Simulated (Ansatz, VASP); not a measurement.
## One calculation of KF, two programs

INCAR

```
SYSTEM = KF
PREC = Accurate
ENCUT = 520
EDIFF = 1E-6
ISMEAR = -1
SIGMA = 0.1
LREAL = .FALSE.
LASPH = .TRUE.
NELM = 60
ALGO = Normal
ISIF = 2
LWAVE = .FALSE.
LCHARG = .FALSE.
GGA = RE
IVDW = 12
NBANDS = 15
```

The input KPOINTS:

```
Automatic mesh
0
G
  9 9 9
  0 0 0
```

POSCAR

```
KF
1.0
    0.0000000000      2.6718500000      2.6718500000
    2.6718500000      0.0000000000      2.6718500000
    2.6718500000      2.6718500000      0.0000000000
K F
1 1
Direct
    0.0000000000      0.0000000000      0.0000000000
    0.5000000000      0.5000000000      0.5000000000
```

The input input.yaml:

```yaml
crystal:
  lattice:
    - [0.0, 2.67185, 2.67185]
    - [2.67185, 0.0, 2.67185]
    - [2.67185, 2.67185, 0.0]
  atoms:
    - { symbol: K, position: [0.0, 0.0, 0.0] }
    - { symbol: F, position: [0.5, 0.5, 0.5] }
hamiltonian:
  xc: revpbe
  pseudopotentials: { kind: paw, core: small }
  dispersion: d3bj
kpoints:
  mp_grid: { grid: [9, 9, 9] }
scf:
  occupations: { method: fermi_dirac, width: 0.1 }
  n_extra_bands: 6
  lower_state_search: full
output:
  forces: true
  stress: true
  eigenvalues: true
  dos: { projected: true, de: 0.05, nscf_kmesh: { grid: [14, 14, 14] } }
  write_density: true
  write_potential: true
  elf: true
  volumetric_format: npy
basis:
  xc_grid: 2
```

Alike in both runs: functional revPBE; dispersion D3(BJ); k mesh 9 × 9 × 9; occupations fermi-dirac, width 0.1 eV; no spin polarisation.

```csv
,VASP,Ansatz
version,VASP 6.6.1,Ansatz 0.2.0
potentials or method,"VASP PAW PBE potentials, release 64 (K_sv, F)",Ansatz PAW
plane-wave cutoff (eV),520,420
valence electrons in the cell,16,16
task,single point,projected density of states
```

```tsv
	VASP	Ansatz	Ansatz less VASP
gap on the k mesh at the Fermi level (eV)	6.47	6.49	+0.013
least direct gap on the mesh (eV)	6.47	6.49	+0.013
pressure (GPa)	1.2	1.1	-0.04
```

VASP's potentials were made for PBE, not for revPBE.

Noted on Ansatz's run: odd divisions of the mesh miss points on the zone boundary, where band edges often lie, so the gap on the mesh can be too wide.
